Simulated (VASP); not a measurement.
Wanted: the native input for a VASP 6.6.1 run.

```yaml
Task: single point
Functional: PBEsol
Potentials_or_basis: VASP PAW PBE potentials, release 64 (S, W_sv)
Cutoff: 520 eV
k_mesh: 9 × 2 × 1
Occupations: gaussian, width 0.05 eV
Spin: no spin polarisation
Dipole_correction: yes
Further_INCAR_settings: LREAL = Auto; ALGO = Normal; EDIFF = 1e-07; NBANDS = 93
```

The structure of WS2 lies in POSCAR:

```
WS2
1.0
    3.1476068041      0.0000000000      0.0000000000
   -3.1476068041     12.8698781338      0.0000000000
    0.0000000000      0.0000000000     21.5179716420
S W
12 6
Direct
    0.1414535886      0.1414535886      0.3485458632
    0.1414535886      0.6414535886      0.3485458632
    0.9004252601      0.4004252601      0.3691076061
    0.9004252601      0.9004252601      0.3691076061
    0.6637133544      0.1637783112      0.4833735750
    0.6805007967      0.6799999596      0.4650644180
    0.4477134639      0.4471778386      0.5022601125
    0.4064404690      0.9073380084      0.4939816684
    0.0677383408      0.0647576117      0.6306195470
    0.2425692741      0.7414992235      0.5799775594
    1.0228315545      0.5218921831      0.6354802706
    0.8440304412      0.8422549440      0.6830645122
    0.5308948231      0.0308948231      0.4006316593
    0.5308948231      0.5308948231      0.4006316593
    0.0370962159      0.0381526018      0.5201144075
    0.0826709212      0.5818189774      0.5257072804
    0.4311958657     -0.0723117830      0.6094359677
    0.6618440426      0.6605934348      0.6423629744
```

One way to write it, as run:

INCAR

```
ALGO = Normal
DIPOL = 0.5 0.5 0.500
EDIFF = 1E-7
ENCUT = 520
GGA = PS
IDIPOL = 3
ISIF = 2
ISMEAR = 0
LASPH = T
LCHARG = F
LDIPOL = T
LREAL = Auto
LWAVE = F
NBANDS = 93
NELM = 60
PREC = Accurate
SIGMA = 0.05
```

KPOINTS

```
k-points
0
Gamma
  9 2 1
```

Potentials or basis: VASP PAW PBE potentials, release 64 (S, W_sv).

The run is started by

```sh
$ cat potpaw_PBE.64/S/POTCAR potpaw_PBE.64/W_sv/POTCAR > POTCAR
$ mpirun -np 1 vasp_std > vasp.out
```

Results of the run:

| Item | Value |
| --- | --- |
| Largest force | 0.847 eV/Å |
| Band gap on the k mesh | zero (bands 78 and 79 overlap by 0.05 eV) |

Caveat: the PAW data sets were made with another functional, which shifts forces and pressure a little; spin-orbit coupling is left out, which moves the levels of the heavy elements.

Wall time 32 min on 1 thread of Intel(R) Xeon(R) Platinum 8488C (Sapphire Rapids), on a shared host, peak memory 1 GiB.
